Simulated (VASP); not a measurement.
# Ga: single point with PBE

The system is Ga.

```xyz
2
Lattice="0.0000 2.1242 2.1242 2.1242 0.0000 2.1242 2.1242 2.1242 0.0000" Properties=species:S:1:pos:R:3 pbc="T T T"
Ga   -0.5311   -0.5311   -0.5311
Ga    0.5311    0.5311    0.5311
```

```
Program             : VASP 6.6.1
Task                : single point
Functional          : PBE
Potentials or basis : VASP PAW PBE potentials, release 64 (Ga_d)
Cutoff              : 520 eV
k mesh              : 15 × 15 × 15
Occupations         : fermi-dirac, width 0.05 eV
Spin                : no spin polarisation
```

```yaml
Pressure: 346.3 GPa
Band_gap_on_the_k_mesh: zero (band 13 reaches 21.15 eV, above the bottom of band 14 at 9.33 eV)
```

Levels at points of the mesh, in eV from the Fermi level:
| k point | band 11 | band 12 | band 13 | band 14 | band 15 | band 16 |
| --- | --- | --- | --- | --- | --- | --- |
| (0.00, 0.00, 0.00) | -15.76 | 7.55 | 7.55 | 7.55 | 8.45 | 8.45 |

Run time: 35 s on 1 thread of Intel(R) Xeon(R) Platinum 8259CL CPU @ 2.50GHz (Skylake/Cascade Lake) (shared host), peak memory 0.16 GiB.
